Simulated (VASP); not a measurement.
# HfN (Fm-3m) in VASP: single point with PBEsol

Aim: the single point of HfN with PBEsol.

All numbers are computed with VASP 6.6.1; they aren't measurements. Logs are shortened: lines on timing, memory, paths and dates and some standing lists are left out, and cuts for length are marked.

### 1 The cell of the first run

The structure is cubic, space group Fm-3m (No. 225). The conventional cell has a = 4.503 Å, b = 4.503 Å, c = 4.503 Å, α = 90.00°, β = 90.00°, γ = 90.00°. Within 3.0 Å of Hf (site symmetry m-3m) lie 6 N at 2.25 Å. Within 3.0 Å of N (site symmetry m-3m) lie 6 Hf at 2.25 Å.

### 2 Single point, PBEsol

File INCAR:

```
PREC = Accurate ; ENCUT = 600
EDIFF = 1E-6 ; ISMEAR = -1
SIGMA = 0.1 ; LREAL = False
LASPH = True ; NELM = 120
ALGO = Normal ; ISIF = 2
LWAVE = False ; LCHARG = False
GGA = PS ; NBANDS = 40
GGA_COMPAT = False
```

File KPOINTS:

```
Automatic mesh
0
Gamma
  5 5 5
```

File POSCAR:

```
HfN
1.0
    4.5026467668      0.0000000000      0.0000000000
    0.0000000000      4.5026467668      0.0000000000
    0.0000000000      0.0000000000      4.5026467668
Hf N
4 4
Direct
    0.0000000000      0.0000000000      0.0000000000
    0.0000000000      0.5000000000      0.5000000000
    0.5000000000      0.0000000000      0.5000000000
    0.5000000000      0.5000000000      0.0000000000
    0.5000000000      0.5000000000      0.5000000000
    0.0000000000      0.0000000000      0.5000000000
    0.0000000000      0.5000000000      0.0000000000
    0.5000000000      0.0000000000      0.0000000000
```

Potentials or basis: VASP PAW PBE potentials, release 64 (Hf_pv, N).

Started as:

```console
cat potpaw_PBE.64/Hf_pv/POTCAR potpaw_PBE.64/N/POTCAR > POTCAR
mpirun -np 1 vasp_std > vasp.out
```

OUTCAR:

```text
PREC = Accurate
   ENCUT = 600
   EDIFF = 1E-6
   ISMEAR = -1
   LREAL = False
   LASPH = True
   NELM = 120
   ISIF = 2
   GGA = PS

 ion  position               nearest neighbor table
   1  0.000  0.000  0.000-   6 2.25   7 2.25   8 2.25   6 2.25   7 2.25   8 2.25   2 3.18   3 3.18
                             2 3.18   2 3.18   4 3.18   3 3.18   2 3.18   3 3.18   4 3.18   4 3.18
   2  0.000  0.500  0.500-   5 2.25   6 2.25   7 2.25   7 2.25   6 2.25   5 2.25   1 3.18   4 3.18
                             1 3.18   1 3.18   3 3.18   3 3.18   1 3.18   3 3.18   4 3.18   4 3.18
   3  0.500  0.000  0.500-   5 2.25   6 2.25   8 2.25   8 2.25   5 2.25   6 2.25   1 3.18   4 3.18
                             1 3.18   2 3.18   4 3.18   2 3.18   4 3.18   1 3.18   2 3.18   4 3.18
   4  0.500  0.500  0.000-   5 2.25   7 2.25   8 2.25   5 2.25   8 2.25   7 2.25   2 3.18   3 3.18
                             1 3.18   1 3.18   3 3.18   2 3.18   3 3.18   1 3.18   2 3.18   3 3.18
   5  0.500  0.500  0.500-   2 2.25   3 2.25   4 2.25   4 2.25   3 2.25   2 2.25
   6  0.000  0.000  0.500-   1 2.25   2 2.25   3 2.25   1 2.25   2 2.25   3 2.25
   7  0.000  0.500  0.000-   1 2.25   2 2.25   4 2.25   2 2.25   1 2.25   4 2.25
   8  0.500  0.000  0.000-   1 2.25   3 2.25   4 2.25   3 2.25   4 2.25   1 2.25

  LATTYP: Found a simple cubic cell.
 ALAT       =     4.5026467668

  Lattice vectors:

 A1 = (   4.5026467668,   0.0000000000,   0.0000000000)
 A2 = (   0.0000000000,   4.5026467668,   0.0000000000)
 A3 = (   0.0000000000,   0.0000000000,   4.5026467668)

Analysis of symmetry for initial positions (statically):
=====================================================================
 Subroutine PRICEL returns following result:

  LATTYP: Found a face centered cubic cell.
 ALAT       =     4.5026467668

  Lattice vectors:

 A1 = (   2.2513233834,  -2.2513233834,   0.0000000000)
 A2 = (   2.2513233834,   0.0000000000,   2.2513233834)
 A3 = (   0.0000000000,  -2.2513233834,   2.2513233834)

   4 primitive cells build up your supercell.

 Routine SETGRP: Setting up the symmetry group for a
 simple cubic supercell.

 Subroutine GETGRP returns: Found 48 space group operations
 (whereof 48 operations were pure point group operations)
 out of a pool of 48 trial point group operations.

The static configuration has the point symmetry O_h .

Analysis of symmetry for dynamics (positions and initial velocities):
=====================================================================
 Subroutine PRICEL returns following result:

  LATTYP: Found a face centered cubic cell.
 ALAT       =     4.5026467668

  Lattice vectors:

 A1 = (   2.2513233834,  -2.2513233834,   0.0000000000)
 A2 = (   2.2513233834,   0.0000000000,   2.2513233834)
 A3 = (   0.0000000000,  -2.2513233834,   2.2513233834)

   4 primitive cells build up your supercell.

 Routine SETGRP: Setting up the symmetry group for a
 simple cubic supercell.

 Subroutine GETGRP returns: Found 48 space group operations
 (whereof 48 operations were pure point group operations)
 out of a pool of 48 trial point group operations.

The dynamic configuration has the point symmetry O_h .

 Subroutine INISYM returns: Found 48 space group operations
 (whereof 48 operations are pure point group operations),
 and found     4 'primitive' translations

----------------------------------------------------------------------------------------

                                     Primitive cell

  volume of cell :      22.8215

  direct lattice vectors                    reciprocal lattice vectors
     2.251323383 -2.251323383  0.000000000     0.222091595 -0.222091595 -0.222091595
     2.251323383  0.000000000  2.251323383     0.222091595  0.222091595  0.222091595
     0.000000000 -2.251323383  2.251323383    -0.222091595 -0.222091595  0.222091595

  length of vectors
     3.183852062  3.183852062  3.183852062     0.384673926  0.384673926  0.384673926

  position of ions in fractional coordinates (direct lattice)
     0.000000000  0.000000000  0.000000000
     0.500000000  0.500000000  0.500000000

  ion indices of the primitive-cell ions
   primitive index   ion index
                 1           1
                 2           7

----------------------------------------------------------------------------------------

 KPOINTS: Automatic mesh

Automatic generation of k-mesh.
 Grid dimensions read from file:
 generate k-points for:    5    5    5

 Generating k-lattice:

  Cartesian coordinates                     Fractional coordinates (reciprocal lattice)
     0.044418319  0.000000000  0.000000000     0.200000000  0.000000000  0.000000000
     0.000000000  0.044418319  0.000000000     0.000000000  0.200000000  0.000000000
     0.000000000  0.000000000  0.044418319     0.000000000  0.000000000  0.200000000

  Length of vectors
     0.044418319  0.044418319  0.044418319

  Shift w.r.t. Gamma in fractional coordinates (k-lattice)
     0.000000000  0.000000000  0.000000000

 Subroutine IBZKPT returns following result:
 ===========================================

 Found     10 irreducible k-points:

 Following reciprocal coordinates:
            Coordinates               Weight
  0.000000  0.000000  0.000000      1.000000
  0.200000  0.000000  0.000000      6.000000
  0.400000  0.000000  0.000000      6.000000
  0.200000  0.200000  0.000000     12.000000
  0.400000  0.200000  0.000000     24.000000
  0.400000  0.400000  0.000000     12.000000
  0.200000  0.200000  0.200000      8.000000
  0.400000  0.200000  0.200000     24.000000
  0.400000  0.400000  0.200000     24.000000
  0.400000  0.400000  0.400000      8.000000
   k-points           NKPTS =     10   k-points in BZ     NKDIM =     10   number of bands    NBANDS=     40
   number of dos      NEDOS =    301   number of ions     NIONS =      8
   total plane-waves  NPLWV =  46656
   dimension x,y,z NGX =    36 NGY =   36 NGZ =   36
   dimension x,y,z NGXF=    72 NGYF=   72 NGZF=   72
   ions per type =               4   4
   NGX,Y,Z   is equivalent  to a cutoff of  13.29, 13.29, 13.29 a.u.
   NGXF,Y,Z  is equivalent  to a cutoff of  26.58, 26.58, 26.58 a.u.
 SYSTEM =  unknown system
   PREC   = accura    normal or accurate (medium, high low for compatibility)
   ISTART =      0    job   : 0-new  1-cont  2-samecut
   ICHARG =      2    charge: 1-file 2-atom 10-const
   ISPIN  =      1    spin polarized calculation?
   LNONCOLLINEAR =      F non collinear calculations
   LSORBIT =      F    spin-orbit coupling
   LASPH  =      T    aspherical Exc in radial PAW
   ENCUT  =  600.0 eV  44.10 Ry    6.64 a.u.   8.99  8.99  8.99*2*pi/ulx,y,z
   NELM   =    120;   NELMIN=  2; NELMDL= -5     # of ELM steps
   EDIFF  = 0.1E-05   stopping-criterion for ELM
   LREAL  =      F    real-space projection
   EDIFFG = 0.1E-04   stopping-criterion for IOM
   NSW    =      0    number of steps for IOM
   IBRION =     -1    ionic relax: 0-MD 1-quasi-New 2-CG
   NFREE  =      0    steps in history (QN), initial steepest desc. (CG)
   ISIF   =      2    stress and relaxation
   ISYM   =      2    0-nonsym 1-usesym 2-fastsym
   POTIM  = 0.5000    time-step for ionic-motion
   TEBEG  =    0.0;   TEEND  =   0.0 temperature during run
   PSTRESS=    0.0 pullay stress
   NELECT =      60.0000    total number of electrons
   NUPDOWN=      -1.0000    fix difference up-down
   EMIN   =  10.00;   EMAX   =-10.00  energy-range for DOS
   EFERMI =   0.00;   METHOD = LEGACY
   ISMEAR =    -1;   SIGMA  =   0.10  broadening in eV -4-tet -1-fermi 0-gaus
   EFERMI_NEDOS =   21; number of points for ismear=-14 and -15
   IALGO  =     38    algorithm
   IMIX   =      4    mixing-type and parameters
     AMIX     =   0.40;   BMIX     =  1.00
     AMIX_MAG =   1.60;   BMIX_MAG =  1.00
  volume/ion in A,a.u.               =      11.41        77.00
  Fermi-wavevector in a.u.,A,eV,Ry     =   1.423390  2.689818 27.565951  2.026040
  Thomas-Fermi vector in A             =   2.543993
   LORBIT       =      0    0 simple, 1 ext, 2 COOP (PROOUT), +10 PAW based schemes
   GGA     = PS    functional components
   LHFCALC =     F    Hartree Fock is set to
   AEXX    =    0.0000 exact exchange contribution
   IVDW    =     0    specifies the selected vdW correction
   LEPSILON=     F    determine dielectric tensor
   LRPA    =     F    only Hartree local field effects (RPA)
 non-spin polarized calculation
  energy-cutoff  :      600.00
  volume of cell :       91.29
 maximum number of plane-waves:      3060
 NGX is ok and might be reduce to    36
   NGX = 17   NGY = 17   NGZ = 17

 number of electron      59.9999999 magnetization

 Free energy of the ion-electron system (eV)
  ---------------------------------------------------
  ext. energy  EPLUGINS =         0.00000000
  ---------------------------------------------------
  free energy    TOTEN  =       -91.91638529 eV

  energy without entropy =      -91.80849862  energy(sigma->0) =      -91.86244195

 E-fermi :   8.4377     XC(G=0): -12.9469

 val. band max:        8.3813805958   @ k =   0.4000   0.2000   0.0000
 cond. band min:       8.5467343084   @ k =   0.2000   0.2000   0.2000
 fundamental gap:      0.1653537127
 Fermi energy:         8.4377372922

 k-point     1 :       0.0000    0.0000    0.0000
  band No.  band energies     occupation
      1     -23.5552      2.00000
      2     -23.5552      2.00000
      3     -23.5552      2.00000
      4     -23.0459      2.00000
      5     -23.0459      2.00000
      6     -23.0459      2.00000
[... 32 lines left out ...]
     39      12.4399      0.00000
     40      12.4399      0.00000

 k-point     2 :       0.2000    0.0000    0.0000
  band No.  band energies     occupation
      1     -23.5083      2.00000
      2     -23.5083      2.00000
      3     -23.4937      2.00000
      4     -23.0963      2.00000
      5     -23.0963      2.00000
      6     -23.0600      2.00000
[... 32 lines left out ...]
     39      12.8355      0.00000
     40      12.8376      0.00000

 k-point     3 :       0.4000    0.0000    0.0000
  band No.  band energies     occupation
      1     -23.3836      2.00000
      2     -23.3836      2.00000
      3     -23.3168      2.00000
      4     -23.2263      2.00000
      5     -23.2263      2.00000
      6     -23.0825      2.00000
[... 32 lines left out ...]
     39      11.5704      0.00000
     40      12.1330      0.00000

 k-point     4 :       0.2000    0.2000    0.0000
  band No.  band energies     occupation
      1     -23.4779      2.00000
      2     -23.4779      2.00000
      3     -23.4627      2.00000
      4     -23.2107      2.00000
      5     -23.0641      2.00000
      6     -23.0641      2.00000
[... 32 lines left out ...]
     39      12.6688      0.00000
     40      12.6858      0.00000

 k-point     5 :       0.4000    0.2000    0.0000
  band No.  band energies     occupation
      1     -23.4290      2.00000
      2     -23.3698      2.00000
      3     -23.3419      2.00000
      4     -23.3388      2.00000
      5     -23.1897      2.00000
      6     -23.1794      2.00000
[... 32 lines left out ...]
     39      12.2392      0.00000
     40      12.7948      0.00000

 k-point     6 :       0.4000    0.4000    0.0000
  band No.  band energies     occupation
      1     -23.4417      2.00000
      2     -23.4417      2.00000
      3     -23.4382      2.00000
      4     -23.3484      2.00000
      5     -23.2318      2.00000
      6     -23.0933      2.00000
[... 32 lines left out ...]
     39      11.7399      0.00000
     40      11.7424      0.00000

 k-point     7 :       0.2000    0.2000    0.2000
  band No.  band energies     occupation
      1     -23.4861      2.00000
      2     -23.4861      2.00000
      3     -23.4861      2.00000
      4     -23.1107      2.00000
      5     -23.1107      2.00000
      6     -23.1107      2.00000
[... 32 lines left out ...]
     39      12.7183      0.00000
     40      12.7183      0.00000

 k-point     8 :       0.4000    0.2000    0.2000
  band No.  band energies     occupation
      1     -23.5040      2.00000
      2     -23.5040      2.00000
      3     -23.4499      2.00000
      4     -23.3038      2.00000
      5     -23.1380      2.00000
      6     -23.1380      2.00000
[... 32 lines left out ...]
     39      12.7991      0.00000
     40      13.0951      0.00000

 k-point     9 :       0.4000    0.4000    0.2000
  band No.  band energies     occupation
      1     -23.5805      2.00000
      2     -23.5586      2.00000
      3     -23.5586      2.00000
      4     -23.4787      2.00000
      5     -23.0577      2.00000
      6     -22.9796      2.00000
[... 32 lines left out ...]
     39      11.9527      0.00000
     40      11.9527      0.00000

 k-point    10 :       0.4000    0.4000    0.4000
  band No.  band energies     occupation
      1     -23.6837      2.00000
      2     -23.6837      2.00000
      3     -23.6837      2.00000
      4     -23.6416      2.00000
      5     -22.8699      2.00000
      6     -22.8699      2.00000
[... 32 lines left out ...]
     39      12.1925      0.00000
     40      12.1925      0.00000

------------------------ aborting loop because EDIFF is reached ----------------------------------------

  FORCE on cell =-STRESS in cart. coord.  units (eV):
  Direction    XX          YY          ZZ          XY          YZ          ZX
  --------------------------------------------------------------------------------------
  -------------------------------------------------------------------------------------
  Total       -1.2624107     -1.2624107     -1.2624107      0.0000000      0.0000000     -0.0000000
  in kB      -22.1568290    -22.1568290    -22.1568290      0.0000000      0.0000000     -0.0000000
  external PRESSURE =     -22.1568290 kB  Pullay stress =       0.0000000 kB

 VOLUME and BASIS-vectors are now :
 -----------------------------------------------------------------------------
  energy-cutoff  :      600.00
  volume of cell :       91.29
      direct lattice vectors                 reciprocal lattice vectors
     4.502646767  0.000000000  0.000000000     0.222091595  0.000000000  0.000000000
     0.000000000  4.502646767  0.000000000     0.000000000  0.222091595  0.000000000
     0.000000000  0.000000000  4.502646767     0.000000000  0.000000000  0.222091595

 POSITION                                       TOTAL-FORCE (eV/Angst)
 -----------------------------------------------------------------------------------
      0.00000      0.00000      0.00000        -0.000000     -0.000000      0.000000
      0.00000      2.25132      2.25132         0.000000     -0.000000      0.000000
      2.25132      0.00000      2.25132         0.000000      0.000000     -0.000000
      2.25132      2.25132      0.00000         0.000000      0.000000      0.000000
      2.25132      2.25132      2.25132         0.000000     -0.000000     -0.000000
      0.00000      0.00000      2.25132         0.000000     -0.000000     -0.000000
      0.00000      2.25132      0.00000         0.000000      0.000000     -0.000000
      2.25132      0.00000      0.00000        -0.000000     -0.000000     -0.000000
 -----------------------------------------------------------------------------------
    total drift:                                0.000000      0.000000      0.000000

  FREE ENERGIE OF THE ION-ELECTRON SYSTEM (eV)
  ---------------------------------------------------
  free  energy   TOTEN  =       -91.9163852869 eV

  energy  without entropy=      -91.8084986209  energy(sigma->0) =      -91.86244195
```

Run time: 17 s. Hardware: 1 thread of Intel Xeon 6975P-C (Granite Rapids), shared host; peak memory 0.21 GiB.

Results:

* Free energy: -91.9164 eV
* Pressure: -2.2 GPa
* Band gap on the k mesh: zero (bands 30 and 31 overlap by 5.15 eV)

Caveat: the PAW data sets were made with another functional, which shifts forces and pressure a little; spin-orbit coupling is left out, which moves the levels of the heavy elements.
